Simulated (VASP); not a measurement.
# TiAl7O12 (P1) in VASP: single point with PBEsol+U

Aim: the single point of TiAl7O12 with PBEsol+U.

Everything below comes from runs of VASP 6.6.1. Logs are shortened: lines on timing, memory, paths and dates and some standing lists are left out, and cuts for length are marked.

## 1. The cell of the first run

The typed cell holds 20 atoms: a = 10.253 Å, b = 5.127 Å, c = 5.127 Å, α = 55.25°, β = 55.25°, γ = 55.25°.

## 2. Single point, PBEsol+U, collinear spin, ferromagnetic start

INCAR reads:

```
SYSTEM = TiAl7O12
PREC = Accurate
ENCUT = 520
EDIFF = 1E-6
ISMEAR = 0
SIGMA = 0.05
LREAL = Auto
LASPH = .True.
NELM = 150
ALGO = Normal
ISIF = 2
LWAVE = .False.
LCHARG = .True.
ISPIN = 2
MAGMOM = 1 0 0 0 0 0 0 0 0 0 0 0 0 0 0 0 0 0 0 0
LORBIT = 11
LMAXMIX = 4
LDAU = .True.
LDAUTYPE = 2
LDAUL = 2 -1 -1
LDAUU = 3 0 0
LDAUJ = 0 0 0
LDAUPRINT = 1
GGA = PS
LELF = .True.
LVHAR = .True.
NBANDS = 72
```

KPOINTS reads:

```
Automatic mesh
0
Gamma
  2 4 4
  0 0 0
```

POSCAR reads:

```
TiAl7O12
1.0
    4.7540000000      2.7447232000      8.6600000000
   -2.3770000000      1.3723616000      4.3300000000
    0.0000000000     -2.7447232000      4.3300000000
Ti Al O
1 7 12
Direct
    0.4310895439      0.8537105160      0.8527636424
    0.9264267930      0.8547627793      0.8512993686
    0.3208735526      0.6555021356      0.6482231232
    0.8293177831      0.6421025599      0.6492226273
    0.0708654802      0.1564182977      0.1497272491
    0.5763110345      0.1423139014      0.1448565183
    0.1736654302      0.3590265429      0.3483682482
    0.6782918938      0.3456613498      0.3530068092
    0.0281296827      0.4463916841      0.7484442691
    0.5293032891      0.4241272260      0.7551563771
    0.3747895709      0.0580149191      0.4256730192
    0.8757292654      0.0569838979      0.4456010680
    0.2159051404      0.7598022220      0.0563120279
    0.7223536465      0.7453619700      0.0561197857
    0.4737019287      0.5239427442      0.2809350925
    0.9681514637      0.5614371604      0.2513750974
    0.1232471915      0.9502754149      0.5541532602
    0.6395362994      0.9334958924      0.5396027612
    0.2637401651      0.2792296520      0.9485231222
    0.7785708453      0.2514391343      0.9406365331
```

Potentials or basis: VASP PAW PBE potentials, release 64 (Ti_sv, Al, O).

Run with:

```
> cat potpaw_PBE.64/Ti_sv/POTCAR potpaw_PBE.64/Al/POTCAR potpaw_PBE.64/O/POTCAR > POTCAR
> mpirun -np 1 vasp_std > vasp.out
```

OUTCAR:

```text
SYSTEM = TiAl7O12
   PREC = Accurate
   ENCUT = 520
   EDIFF = 1E-6
   ISMEAR = 0
   LREAL = Auto
   LASPH = .True.
   NELM = 150
   ISIF = 2
   ISPIN = 2
   LORBIT = 11
   GGA = PS

 ion  position               nearest neighbor table
   1  0.431  0.854  0.853-  18 1.91  15 1.97  19 1.98  13 2.05  10 2.07  11 2.09   3 2.70   6 2.79
                             6 2.81   5 2.85
   2  0.926  0.855  0.851-  20 1.84  16 1.84  17 1.85  12 1.96   9 1.97  14 1.99   4 2.64   5 2.76
                             6 2.77   5 2.78   4 3.19   3 3.19   4 3.23
   3  0.321  0.656  0.648-  19 1.82  15 1.83  17 1.85  11 1.94  13 1.97  10 1.99   1 2.70   7 2.77
                             7 2.79   8 2.83   2 3.19
   4  0.829  0.642  0.649-  18 1.82  16 1.83  20 1.85   9 1.92  14 1.96  12 1.97   2 2.64   7 2.73
                             8 2.79   8 2.79   2 3.19   2 3.23
   5  0.071  0.156  0.150-  12 1.84  13 1.85   9 1.85  19 1.93  16 1.95  17 1.96   7 2.63   2 2.76
                             2 2.78   1 2.85   8 3.19   7 3.23   7 3.24
   6  0.576  0.142  0.145-  10 1.82  14 1.84  11 1.86  15 1.95  20 1.97  18 1.97   8 2.66   2 2.77
                             1 2.79   1 2.81   8 3.20   8 3.22   7 3.25
   7  0.174  0.359  0.348-  11 1.84  13 1.85   9 1.85  19 1.89  17 1.97  16 1.97   5 2.63   4 2.73
                             3 2.77   3 2.79   5 3.23   5 3.24   6 3.25
   8  0.678  0.346  0.353-  12 1.84  10 1.84  14 1.85  15 1.92  18 1.94  20 1.97   6 2.66   4 2.79
                             4 2.79   3 2.83   5 3.19   6 3.20   6 3.22
   9  0.028  0.446  0.748-   7 1.85   5 1.85   4 1.92   2 1.97
  10  0.529  0.424  0.755-   6 1.82   8 1.84   3 1.99   1 2.07
  11  0.375  0.058  0.426-   7 1.84   6 1.86   3 1.94   1 2.09
  12  0.876  0.057  0.446-   5 1.84   8 1.84   2 1.96   4 1.97
  13  0.216  0.760  0.056-   7 1.85   5 1.85   3 1.97   1 2.05
  14  0.722  0.745  0.056-   6 1.84   8 1.85   4 1.96   2 1.99
  15  0.474  0.524  0.281-   3 1.83   8 1.92   6 1.95   1 1.97
  16  0.968  0.561  0.251-   4 1.83   2 1.84   5 1.95   7 1.97
  17  0.123  0.950  0.554-   2 1.85   3 1.85   5 1.96   7 1.97
  18  0.640  0.933  0.540-   4 1.82   1 1.91   8 1.94   6 1.97
  19  0.264  0.279  0.949-   3 1.82   7 1.89   5 1.93   1 1.98
  20  0.779  0.251  0.941-   2 1.84   4 1.85   8 1.97   6 1.97

  LATTYP: Found a base centered monoclinic cell.
 ALAT       =     9.0845531184
 B/A-ratio  =     0.5233058759
 C/A-ratio  =     0.9063923615
 COS(beta)  =    -0.3021307872

  Lattice vectors:

 A1 = (  -2.3770000000,   1.3723616000,   4.3300000000)
 A2 = (   0.0000000000,  -2.7447232000,   4.3300000000)
 A3 = (   7.1310000000,   4.1170848000,   0.0000000000)

Analysis of symmetry for initial positions (statically):
=====================================================================
 Subroutine PRICEL returns:
 Original cell was already a primitive cell.

 Routine SETGRP: Setting up the symmetry group for a
 base centered monoclinic supercell.

 Subroutine GETGRP returns: Found  1 space group operations
 (whereof  1 operations were pure point group operations)
 out of a pool of  4 trial point group operations.
[... 269 lines left out ...]
 fundamental gap:      1.7401166539
 Fermi energy:         9.7449923301

 spin component 1

 k-point     1 :       0.0000    0.0000    0.0000
  band No.  band energies     occupation
      1     -48.4971      1.00000
      2     -25.2886      1.00000
      3     -24.8549      1.00000
      4     -24.7732      1.00000
      5     -12.9611      1.00000
      6     -11.8107      1.00000
[... 1329 lines left out ...]
     63      17.2886      0.00000
     64      17.4122      0.00000
 Fermi energy:         9.7449923301

 spin component 2

 k-point     1 :       0.0000    0.0000    0.0000
  band No.  band energies     occupation
      1     -47.6551      1.00000
      2     -24.9654      1.00000
      3     -23.8158      1.00000
      4     -23.6301      1.00000
      5     -12.9552      1.00000
      6     -11.8040      1.00000
[... 1329 lines left out ...]
     63      17.3047      0.00000
     64      17.4363      0.00000
 [bands above 64 left out]

------------------------ aborting loop because EDIFF is reached ----------------------------------------

  FORCE on cell =-STRESS in cart. coord.  units (eV):
  Direction    XX          YY          ZZ          XY          YZ          ZX
  --------------------------------------------------------------------------------------
  -------------------------------------------------------------------------------------
  Total       14.1613142     13.2059315     10.4350537     -0.4601697     -0.7278975      0.4318109
  in kB      133.8589024    124.8282092     98.6366672     -4.3497243     -6.8804039      4.0816647
  external PRESSURE =     119.1079263 kB  Pullay stress =       0.0000000 kB

 VOLUME and BASIS-vectors are now :
 -----------------------------------------------------------------------------
  energy-cutoff  :      520.00
  volume of cell :      169.50
      direct lattice vectors                 reciprocal lattice vectors
     4.754000000  2.744723200  8.660000000     0.105174590  0.060722577  0.038491147
    -2.377000000  1.372361600  4.330000000    -0.210349180  0.121445155  0.076982294
     0.000000000 -2.744723200  4.330000000     0.000000000 -0.242890309  0.076982294

 POSITION                                       TOTAL-FORCE (eV/Angst)
 -----------------------------------------------------------------------------------
      0.02013      0.01422     11.12227        -0.063732     -0.063642     -0.059019
      2.37246      1.37925     15.41011         0.003783     -0.003819     -0.007808
     -0.03270      0.00110      8.42390         0.014381      0.010151      0.010234
      2.41630      1.37551     12.77333        -0.004303      0.002361      0.006983
     -0.03491     -0.00179      1.93931        -0.006690     -0.004029     -0.000006
      2.40150      1.37953      6.23430        -0.019338      0.009207     -0.005213
[... 12 lines left out ...]
      0.59009     -1.49634      7.60016        -0.111859     -0.003193      0.052795
      3.10365     -0.09976     11.90411        -0.004270     -0.010268      0.002174
 -----------------------------------------------------------------------------------
    total drift:                               -0.000555     -0.008843     -0.000359

  FREE ENERGIE OF THE ION-ELECTRON SYSTEM (eV)
  ---------------------------------------------------
  free  energy   TOTEN  =      -158.3059853863 eV

  energy  without entropy=     -158.3059853863  energy(sigma->0) =     -158.30598539

 total charge

# of ion       s       p       d       tot
------------------------------------------
    1        2.206   6.258   1.894  10.359
    2        0.316   0.412   0.000   0.728
    3        0.318   0.421   0.000   0.740
    4        0.320   0.428   0.000   0.748
    5        0.316   0.419   0.000   0.735
    6        0.317   0.417   0.000   0.734
[... 12 lines left out ...]
   19        1.549   3.644   0.000   5.194
   20        1.543   3.635   0.000   5.179
--------------------------------------------------
tot         22.979  52.813   1.894  77.686

 magnetization (x)

# of ion       s       p       d       tot
------------------------------------------
    1        0.006   0.008   0.870   0.885
    2       -0.000  -0.000   0.000  -0.000
    3        0.001   0.001   0.000   0.003
    4       -0.000  -0.000   0.000  -0.000
    5       -0.000  -0.000   0.000  -0.000
    6        0.001  -0.000   0.000   0.001
[... 12 lines left out ...]
   19       -0.000   0.005   0.000   0.005
   20       -0.000   0.000   0.000   0.000
--------------------------------------------------
tot          0.010   0.012   0.870   0.892
```

OSZICAR:

```text
N       E                     dE             d eps       ncg     rms          rms(c)
DAV:   1     0.826703849192E+03    0.82670E+03   -0.53825E+04  5792   0.148E+03
DAV:   2    -0.932860793993E+02   -0.91999E+03   -0.88089E+03  6488   0.371E+02
DAV:   3    -0.173351573974E+03   -0.80065E+02   -0.78968E+02  7256   0.118E+02
[... 17 lines left out ...]
DAV:  21    -0.158305948549E+03   -0.21296E-04   -0.35312E-04  7808   0.299E-02    0.115E-02
DAV:  22    -0.158305973546E+03   -0.24997E-04   -0.15761E-03  7048   0.614E-02    0.805E-03
DAV:  23    -0.158305981796E+03   -0.82500E-05   -0.63902E-04  7208   0.440E-02    0.546E-03
DAV:  24    -0.158305984827E+03   -0.30311E-05   -0.10431E-04  7072   0.188E-02    0.393E-03
DAV:  25    -0.158305985386E+03   -0.55930E-06   -0.30414E-06  4944   0.528E-03
   1 F= -.15830599E+03 E0= -.15830599E+03  d E =-.559772E-23  mag=     1.0000
```

stdout:

```text
POSCAR found type information on POSCAR TiAlO
 POSCAR found :  3 types and      20 ions
 scaLAPACK will be used
 -----------------------------------------------------------------------------
|                                                                             |
|                                                                             |
|     You enforced a specific xc type in the INCAR file but a different       |
[... 22 lines left out ...]
 -----------------------------------------------------------------------------

 POSCAR, INCAR and KPOINTS ok, starting setup
 FFT: planning ... GRIDC
 FFT: planning ... GRID_SOFT
 FFT: planning ... GRID
 WAVECAR not read
 entering main loop
```

Wall time 24 min (1 thread of Intel Xeon 6975P-C (Granite Rapids), shared host); peak memory 0.61 GiB.

Results:

```yaml
Free_energy: -158.3060 eV
Pressure: 11.9 GPa
Largest_force: 0.239 eV/Å
Band_gap_on_the_k_mesh: 1.74 eV, indirect (least direct gap 1.92 eV)
Net_moment: 1.00 μB per cell
Site_moments: Ti +0.89; Al -0.00, +0.00; O +0.00, -0.00, -0.01, +0.01 μB
Valence_electrons_inside_the_program's_atomic_spheres: Ti 10.36; Al 0.73, 0.74, 0.75; O 5.18, 5.17, 5.19
```

Forces on the atoms (eV/Å):
```
Ti  -0.064 -0.064 -0.059
Al   0.004 -0.004 -0.008
Al   0.014  0.010  0.010
Al  -0.004  0.002  0.007
Al  -0.007 -0.004  0.000
Al  -0.019  0.009 -0.005
Al  -0.006 -0.006  0.001
Al  -0.002  0.002  0.008
O   -0.010  0.001 -0.002
O    0.078  0.018 -0.058
O   -0.031  0.056 -0.053
O    0.001 -0.008 -0.003
O   -0.045 -0.084 -0.065
O    0.009  0.009  0.003
O    0.087 -0.099  0.067
O    0.000 -0.006 -0.006
O   -0.008  0.004 -0.002
O    0.119  0.176  0.110
O   -0.112 -0.003  0.053
O   -0.004 -0.010  0.002
```

Stress tensor (GPa, compression positive):
```
13.39 -0.43  0.41
-0.43 12.48 -0.69
 0.41 -0.69  9.86
```

Eigenvalues of the final occupation matrices:
| site | spin | trace | eigenvalues |
| --- | --- | --- | --- |
| site 1 d | 1 | 1.40 | 0.06 0.07 0.18 0.21 0.88 |
| site 1 d | 2 | 0.52 | 0.04 0.06 0.06 0.17 0.19 |

Caveat: the PAW data sets were made with another functional, which shifts forces and pressure a little. A k mesh can miss the band edges.
